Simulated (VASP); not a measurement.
Crystal: Cd2S.

```
Cd S
1.0
     3.90911    0.00000    0.00000
    -1.95456    3.38539    0.00000
     0.00000    0.00000    5.73068
Cd S
2 1
Direct
  0.33333 0.66667 0.93272
  0.66667 0.33333 0.57873
  0.33333 0.66667 0.36571
```

Base run:

```yaml
Program: VASP 6.6.1
Functional: PBE
Potentials_or_basis: VASP PAW PBE potentials, release 64 (Cd, S)
Cutoff: 520 eV
k_mesh: 8 × 8 × 5
Occupations: fermi-dirac, width 0.05 eV
Spin: no spin polarisation
```

Its results: band gap on the k mesh 0.21 eV, indirect (least direct gap 0.58 eV); pressure 2.1 GPa; largest force 0.105 eV/Å.

**Question.** The run is repeated on the same cell with these changes: functional from PBE to r2SCAN; further incar settings from ALGO = Normal; EDIFF = 1e-06; NBANDS = 22 to ALGO = Normal; EDIFF = 1e-07; NBANDS = 22. What comes out?

**Answer.** Band gap on the k mesh 0.29 eV, indirect (least direct gap 0.67 eV); pressure 0.5 GPa; largest force 0.158 eV/Å.

Caveats: the PAW data sets were made with another functional, which shifts forces and pressure a little (some runs).

A k mesh can miss the band edges.
